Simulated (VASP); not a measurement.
Crystal: CaO.

```
CELL_PARAMETERS angstrom
0.00000 2.40356 2.40356
2.40356 0.00000 2.40356
2.40356 2.40356 0.00000
ATOMIC_POSITIONS crystal
Ca 0.00000 0.00000 0.00000
O 0.75000 0.75000 0.75000
```

* Program: VASP 6.6.1
* Task: relaxation of cell and atoms
* Functional: PBEsol
* Potentials or basis: VASP PAW PBE potentials, release 64 (Ca_sv, O)
* Cutoff: 600 eV
* k mesh: 8 × 8 × 8
* Occupations: fermi-dirac, width 0.03 eV
* Spin: no spin polarisation

At the start: pressure 30.0 GPa; volume 13.89 Å³/atom.

Question: How do energy, volume and symmetry change on relaxing?

Answer: Over 5 steps the energy falls by 276.7 meV/atom and the volume is 17.46 Å³/atom (+25.8 %); space group F-43m (No. 216, to 0.1 Å) before and after.

The path:
```
step  energy change (eV)  largest force (eV/Å)  pressure (GPa)  volume (Å³)
   1              0.0000                0.0000           29.97        27.77
   2             -0.4241                0.0000           -8.12        39.57
   3             -0.5534                0.0000            0.12        34.89
   4             -0.5533                0.0000           -0.24        35.05
   5             -0.5534                0.0000            0.05        34.92
```

Final structure:
```
CELL_PARAMETERS angstrom
0.00000 2.59436 2.59436
2.59436 0.00000 2.59436
2.59436 2.59436 0.00000
ATOMIC_POSITIONS crystal
Ca 0.00000 0.00000 0.00000
O 0.75000 0.75000 0.75000
```

Caveat: the volume moved by over 15 % at a fixed basis, so the end points are rough; the PAW data sets were made with another functional, which shifts forces and pressure a little.
